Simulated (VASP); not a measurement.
# BP (F-43m) in VASP: notebook

The runs below take BP through single point, with PBE.

Program: VASP 6.6.1. These are calculated values, not measurements. Logs are shortened: lines on timing, memory, paths and dates and some standing lists are left out, and cuts for length are marked.

### Step 1. The cell of the first run

It takes space group F-43m (No. 216, cubic). The conventional cell has a = 4.538 Å, b = 4.538 Å, c = 4.538 Å, α = 90.00°, β = 90.00°, γ = 90.00°. Within 2.6 Å of P (site symmetry -43m) lie 4 B at 1.97 Å. B (site symmetry -43m) has 4 P at 1.97 Å within 2.6 Å.

### Step 2. Single point, PBE

The input, INCAR:

```
SYSTEM = BP
PREC = Accurate ; ENCUT = 520
EDIFF = 1E-7 ; ISMEAR = 0
SIGMA = 0.05 ; LREAL = .False.
LASPH = .True. ; NELM = 80
ALGO = Normal ; ISIF = 2
LWAVE = .False. ; LCHARG = .False.
GGA = PE ; NBANDS = 11
```

The input, KPOINTS:

```
regular mesh
0
Gamma
  9 9 9
  0 0 0
```

The input, POSCAR:

```
BP
1.0
    0.0000000000      2.2690000000      2.2690000000
    2.2690000000      0.0000000000      2.2690000000
    2.2690000000      2.2690000000      0.0000000000
P B
1 1
Direct
    0.7500000000      0.7500000000      0.7500000000
    0.0000000000      0.0000000000      0.0000000000
```

Potentials or basis: VASP PAW PBE potentials, release 64 (P, B).

Started as:

```bash
$ cat potpaw_PBE.64/P/POTCAR potpaw_PBE.64/B/POTCAR > POTCAR
$ mpirun -np 1 vasp_std > vasp.out
```

OUTCAR:

```text
SYSTEM = BP
   PREC = Accurate
   ENCUT = 520
   EDIFF = 1E-7
   ISMEAR = 0
   LREAL = .False.
   LASPH = .True.
   NELM = 80
   ISIF = 2
   GGA = PE

 ion  position               nearest neighbor table
   1  0.750  0.750  0.750-   2 1.97   2 1.97   2 1.97   2 1.97
   2  0.000  0.000  0.000-   1 1.97   1 1.97   1 1.97   1 1.97

  LATTYP: Found a face centered cubic cell.
 ALAT       =     4.5380000000

  Lattice vectors:

 A1 = (   0.0000000000,   2.2690000000,   2.2690000000)
 A2 = (   2.2690000000,   0.0000000000,   2.2690000000)
 A3 = (   2.2690000000,   2.2690000000,   0.0000000000)

Analysis of symmetry for initial positions (statically):
=====================================================================
 Subroutine PRICEL returns:
 Original cell was already a primitive cell.

 Routine SETGRP: Setting up the symmetry group for a
 face centered cubic supercell.

 Subroutine GETGRP returns: Found 24 space group operations
 (whereof 24 operations were pure point group operations)
 out of a pool of 48 trial point group operations.

The static configuration has the point symmetry T_d .

Analysis of symmetry for dynamics (positions and initial velocities):
=====================================================================
 Subroutine PRICEL returns:
 Original cell was already a primitive cell.

 Routine SETGRP: Setting up the symmetry group for a
 face centered cubic supercell.

 Subroutine GETGRP returns: Found 24 space group operations
 (whereof 24 operations were pure point group operations)
 out of a pool of 48 trial point group operations.

The dynamic configuration has the point symmetry T_d .

 Subroutine INISYM returns: Found 24 space group operations
 (whereof 24 operations are pure point group operations),
 and found     1 'primitive' translations

----------------------------------------------------------------------------------------

                                     Primitive cell

  volume of cell :      23.3633

  direct lattice vectors                    reciprocal lattice vectors
     0.000000000  2.269000000  2.269000000    -0.220361393  0.220361393  0.220361393
     2.269000000  0.000000000  2.269000000     0.220361393 -0.220361393  0.220361393
     2.269000000  2.269000000  0.000000000     0.220361393  0.220361393 -0.220361393

  length of vectors
     3.208850573  3.208850573  3.208850573     0.381677128  0.381677128  0.381677128

  position of ions in fractional coordinates (direct lattice)
     0.750000000  0.750000000  0.750000000
     0.000000000  0.000000000  0.000000000

  ion indices of the primitive-cell ions
   primitive index   ion index
                 1           1
                 2           2

----------------------------------------------------------------------------------------

 KPOINTS: regular mesh

Automatic generation of k-mesh.
 Grid dimensions read from file:
 generate k-points for:    9    9    9

 Generating k-lattice:

  Cartesian coordinates                     Fractional coordinates (reciprocal lattice)
    -0.024484599  0.024484599  0.024484599     0.111111111  0.000000000  0.000000000
     0.024484599 -0.024484599  0.024484599     0.000000000  0.111111111  0.000000000
     0.024484599  0.024484599 -0.024484599     0.000000000  0.000000000  0.111111111

  Length of vectors
     0.042408570  0.042408570  0.042408570

  Shift w.r.t. Gamma in fractional coordinates (k-lattice)
     0.000000000  0.000000000  0.000000000

 Subroutine IBZKPT returns following result:
 ===========================================

 Found     35 irreducible k-points:

 Following reciprocal coordinates:
            Coordinates               Weight
  0.000000  0.000000  0.000000      1.000000
  0.111111  0.000000  0.000000      8.000000
  0.222222  0.000000  0.000000      8.000000
  0.333333  0.000000  0.000000      8.000000
  0.444444  0.000000  0.000000      8.000000
  0.111111  0.111111  0.000000      6.000000
[... 16 lines left out ...]
 -0.333333  0.333333  0.000000     12.000000
  0.444444  0.444444  0.000000      6.000000
 [... further k-points ...]
   k-points           NKPTS =     35   k-points in BZ     NKDIM =     35   number of bands    NBANDS=     11
   number of dos      NEDOS =    301   number of ions     NIONS =      2
   total plane-waves  NPLWV =  13824
   dimension x,y,z NGX =    24 NGY =   24 NGZ =   24
   dimension x,y,z NGXF=    48 NGYF=   48 NGZF=   48
   ions per type =               1   1
   NGX,Y,Z   is equivalent  to a cutoff of  12.43, 12.43, 12.43 a.u.
   NGXF,Y,Z  is equivalent  to a cutoff of  24.87, 24.87, 24.87 a.u.
 SYSTEM =  BP
   PREC   = accura    normal or accurate (medium, high low for compatibility)
   ISTART =      0    job   : 0-new  1-cont  2-samecut
   ICHARG =      2    charge: 1-file 2-atom 10-const
   ISPIN  =      1    spin polarized calculation?
   LNONCOLLINEAR =      F non collinear calculations
   LSORBIT =      F    spin-orbit coupling
   LASPH  =      T    aspherical Exc in radial PAW
   ENCUT  =  520.0 eV  38.22 Ry    6.18 a.u.   5.97  5.97  5.97*2*pi/ulx,y,z
   NELM   =     80;   NELMIN=  2; NELMDL= -5     # of ELM steps
   EDIFF  = 0.1E-06   stopping-criterion for ELM
   LREAL  =      F    real-space projection
   EDIFFG = 0.1E-05   stopping-criterion for IOM
   NSW    =      0    number of steps for IOM
   IBRION =     -1    ionic relax: 0-MD 1-quasi-New 2-CG
   NFREE  =      0    steps in history (QN), initial steepest desc. (CG)
   ISIF   =      2    stress and relaxation
   ISYM   =      2    0-nonsym 1-usesym 2-fastsym
   POTIM  = 0.5000    time-step for ionic-motion
   TEBEG  =    0.0;   TEEND  =   0.0 temperature during run
   PSTRESS=    0.0 pullay stress
   NELECT =       8.0000    total number of electrons
   NUPDOWN=      -1.0000    fix difference up-down
   EMIN   =  10.00;   EMAX   =-10.00  energy-range for DOS
   EFERMI =   0.00;   METHOD = LEGACY
   ISMEAR =     0;   SIGMA  =   0.05  broadening in eV -4-tet -1-fermi 0-gaus
   EFERMI_NEDOS =   21; number of points for ismear=-14 and -15
   IALGO  =     38    algorithm
   IMIX   =      4    mixing-type and parameters
     AMIX     =   0.40;   BMIX     =  1.00
     AMIX_MAG =   1.60;   BMIX_MAG =  1.00
  volume/ion in A,a.u.               =      11.68        78.83
  Fermi-wavevector in a.u.,A,eV,Ry     =   1.145320  2.164342 17.847562  1.311759
  Thomas-Fermi vector in A             =   2.282009
   LORBIT       =      0    0 simple, 1 ext, 2 COOP (PROOUT), +10 PAW based schemes
   GGA     = PE    functional components
   LHFCALC =     F    Hartree Fock is set to
   AEXX    =    0.0000 exact exchange contribution
   IVDW    =     0    specifies the selected vdW correction
   LEPSILON=     F    determine dielectric tensor
   LRPA    =     F    only Hartree local field effects (RPA)
 non-spin polarized calculation
 Gauss-broadening in eV      SIGMA  =   0.05
  energy-cutoff  :      520.00
  volume of cell :       23.36
 maximum number of plane-waves:       638
   NGX = 11   NGY = 11   NGZ = 11

 number of electron       8.0000000 magnetization

 Free energy of the ion-electron system (eV)
  ---------------------------------------------------
  ext. energy  EPLUGINS =         0.00000000
  ---------------------------------------------------
  free energy    TOTEN  =       -12.92997111 eV

  energy without entropy =      -12.92997111  energy(sigma->0) =      -12.92997111

 E-fermi :   7.6565     XC(G=0): -10.9071

 val. band max:        7.4331055989   @ k =   0.0000   0.0000   0.0000
 cond. band min:       8.6883055990   @ k =   0.4444   0.4444   0.0000
 fundamental gap:      1.2552000001
 Fermi energy:         7.6564700439

 k-point     1 :       0.0000    0.0000    0.0000
  band No.  band energies     occupation
      1      -8.0274      2.00000
      2       7.4331      2.00000
      3       7.4331      2.00000
      4       7.4331      2.00000
      5      10.8337      0.00000
      6      10.8337      0.00000
      7      10.8337      0.00000
      8      14.8074      0.00000
      9      18.9459      0.00000
     10      19.5616      0.00000
     11      19.5616      0.00000

 k-point     2 :       0.1111    0.0000    0.0000
  band No.  band energies     occupation
      1      -7.8051      2.00000
      2       5.8904      2.00000
      3       7.0804      2.00000
      4       7.0804      2.00000
      5      11.3182      0.00000
      6      11.3220      0.00000
      7      11.3220      0.00000
      8      15.4421      0.00000
      9      18.7751      0.00000
     10      18.7751      0.00000
     11      19.6309      0.00000

 k-point     3 :       0.2222    0.0000    0.0000
  band No.  band energies     occupation
      1      -7.1493      2.00000
      2       3.2516      2.00000
      3       6.4583      2.00000
      4       6.4583      2.00000
      5      11.4592      0.00000
      6      12.0829      0.00000
      7      12.0829      0.00000
      8      16.7575      0.00000
      9      18.2881      0.00000
     10      18.2881      0.00000
     11      20.4326      0.00000

 k-point     4 :       0.3333    0.0000    0.0000
  band No.  band energies     occupation
      1      -6.1127      2.00000
      2       0.7019      2.00000
      3       5.9648      2.00000
      4       5.9648      2.00000
      5      11.3315      0.00000
      6      12.2915      0.00000
      7      12.2915      0.00000
      8      17.5408      0.00000
      9      19.3248      0.00000
     10      19.3248      0.00000
     11      20.8614      0.00000

 k-point     5 :       0.4444    0.0000    0.0000
  band No.  band energies     occupation
      1      -4.9581      2.00000
      2      -1.2455      2.00000
      3       5.7078      2.00000
      4       5.7078      2.00000
      5      11.2286      0.00000
      6      12.1724      0.00000
      7      12.1724      0.00000
      8      17.5763      0.00000
      9      21.4242      0.00000
     10      21.4242      0.00000
     11      21.9890      0.00000
[... 211 lines left out ...]
 k-point    21 :       0.4444    0.3333    0.0000
  band No.  band energies     occupation
      1      -4.4622      2.00000
      2       0.4871      2.00000
      3       2.9525      2.00000
      4       3.7163      2.00000
      5       9.1818      0.00000
      6      10.7424      0.00000
      7      17.5794      0.00000
      8      17.6468      0.00000
      9      21.7305      0.00000
     10      23.1037      0.00000
     11      24.8410      0.00000

 k-point    22 :      -0.4444    0.3333    0.0000
  band No.  band energies     occupation
      1      -3.4690      2.00000
      2      -0.5679      2.00000
      3       1.6507      2.00000
      4       3.8691      2.00000
      5       9.5174      0.00000
      6      12.8027      0.00000
      7      17.1092      0.00000
      8      17.5830      0.00000
      9      20.1503      0.00000
     10      21.3727      0.00000
     11      25.5422      0.00000

 k-point    23 :      -0.3333    0.3333    0.0000
  band No.  band energies     occupation
      1      -3.6055      2.00000
      2      -0.4003      2.00000
      3       1.1036      2.00000
      4       4.3774      2.00000
      5      10.0761      0.00000
      6      15.6658      0.00000
      7      15.9780      0.00000
      8      17.2213      0.00000
      9      17.8283      0.00000
     10      19.1985      0.00000
     11      26.0842      0.00000

 k-point    24 :       0.4444    0.4444    0.0000
  band No.  band energies     occupation
      1      -3.6849      2.00000
      2      -0.5544      2.00000
      3       3.3886      2.00000
      4       3.3886      2.00000
      5       8.6883      0.00000
      6       9.3584      0.00000
      7      19.1628      0.00000
      8      19.1628      0.00000
      9      22.4621      0.00000
     10      23.8716      0.00000
     11      25.8601      0.00000

 [... further k-points ...]
[... 5 lines left out ...]
  --------------------------------------------------------------------------------------
  -------------------------------------------------------------------------------------
  Total        0.1317288      0.1317288      0.1317288     -0.0000000     -0.0000000      0.0000000
  in kB        9.0335379      9.0335379      9.0335379     -0.0000000     -0.0000000      0.0000000
  external PRESSURE =       9.0335379 kB  Pullay stress =       0.0000000 kB

 VOLUME and BASIS-vectors are now :
 -----------------------------------------------------------------------------
  energy-cutoff  :      520.00
  volume of cell :       23.36
      direct lattice vectors                 reciprocal lattice vectors
     0.000000000  2.269000000  2.269000000    -0.220361393  0.220361393  0.220361393
     2.269000000  0.000000000  2.269000000     0.220361393 -0.220361393  0.220361393
     2.269000000  2.269000000  0.000000000     0.220361393  0.220361393 -0.220361393

 POSITION                                       TOTAL-FORCE (eV/Angst)
 -----------------------------------------------------------------------------------
      3.40350      3.40350      3.40350         0.000000      0.000000      0.000000
      0.00000      0.00000      0.00000        -0.000000     -0.000000     -0.000000
 -----------------------------------------------------------------------------------
    total drift:                               -0.000000     -0.000000     -0.000000

  FREE ENERGIE OF THE ION-ELECTRON SYSTEM (eV)
  ---------------------------------------------------
  free  energy   TOTEN  =       -12.9299711073 eV

  energy  without entropy=      -12.9299711073  energy(sigma->0) =      -12.92997111
```

Run time: 9.4 s. Hardware: 1 thread of AMD EPYC 7R43 (Zen 3), shared host; peak memory 0.09 GiB.

Results:

```yaml
Free_energy: -12.9300 eV
Pressure: 0.9 GPa
Band_gap_on_the_k_mesh: 1.26 eV, indirect (least direct gap 3.40 eV)
```

### Step 3. Single point, PBE

The input, INCAR:

```
SYSTEM = BP
PREC = Accurate
ENCUT = 520
EDIFF = 1E-7
ISMEAR = 0
SIGMA = 0.05
LREAL = .FALSE.
LASPH = .TRUE.
NELM = 80
ALGO = Normal
ISIF = 2
LWAVE = .FALSE.
LCHARG = .FALSE.
GGA = PE
NBANDS = 11
```

The input, KPOINTS:

```
regular mesh
0
G
  11 11 11
  0 0 0
```

POSCAR is that of step 2.

Potentials or basis: VASP PAW PBE potentials, release 64 (P, B).

Started as:

```bash
$ cat potpaw_PBE.64/P/POTCAR potpaw_PBE.64/B/POTCAR > POTCAR
$ mpirun -np 1 vasp_std > vasp.out
```

Run time: 15 s. Hardware: 1 thread of AMD EPYC 7R43 (Zen 3), shared host; peak memory 0.11 GiB.

It converged, with:

* Free energy: -12.9307 eV
* Pressure: 0.9 GPa
* Band gap on the k mesh: 1.27 eV, indirect (least direct gap 3.40 eV)

Levels at points of the mesh, in eV from the valence-band top:
```
           k point  band 1  band 2  band 3  band 4  band 5  band 6  band 7  band 8  band 9
(0.00, 0.00, 0.00)  -15.46    0.00    0.00    0.00    3.40    3.40    3.40    7.37   11.51
```

A k mesh can miss the band edges. Expect the measured gap to be larger: semilocal functionals such as PBE lack the derivative discontinuity.

### Step 4. Single point, PBE

The input, INCAR:

```
PREC = Accurate
ENCUT = 520
EDIFF = 1E-7
ISMEAR = 0
SIGMA = 0.05
LREAL = False
LASPH = True
NELM = 100
ALGO = Normal
ISIF = 2
LWAVE = False
LCHARG = True
GGA = PE
LELF = True
LVHAR = True
NBANDS = 11
```

The input, KPOINTS:

```
Automatic mesh
0
Gamma
  14 14 14
```

POSCAR is that of step 3.

Started as:

```bash
$ cat potpaw_PBE.64/P/POTCAR potpaw_PBE.64/B/POTCAR > POTCAR
$ mpirun -np 1 vasp_std > vasp.out
```

Run time: 24 s. Hardware: 1 thread of AMD EPYC 7R43 (Zen 3), shared host; peak memory 0.11 GiB.

Results (log left out):

- Free energy: -12.9308 eV
- Pressure: 0.9 GPa
- Band gap on the k mesh: 1.24 eV, indirect (least direct gap 3.40 eV)

Levels at points of the mesh, in eV from the valence-band top:
```csv
k point,band 2,band 3,band 4,band 5,band 6,band 7
"(0.00, 0.00, 0.00)",0.00,0.00,0.00,3.40,3.40,3.40
"(0.50, 0.00, 0.00)",-9.03,-1.76,-1.76,3.78,4.71,4.71
"(0.50, 0.50, 0.00)",-8.58,-4.11,-4.11,1.33,1.66,12.12
```

A k mesh can miss the band edges. As with any semilocal functional, this PBE gap is likely too small.

[end of part 1 of 2]
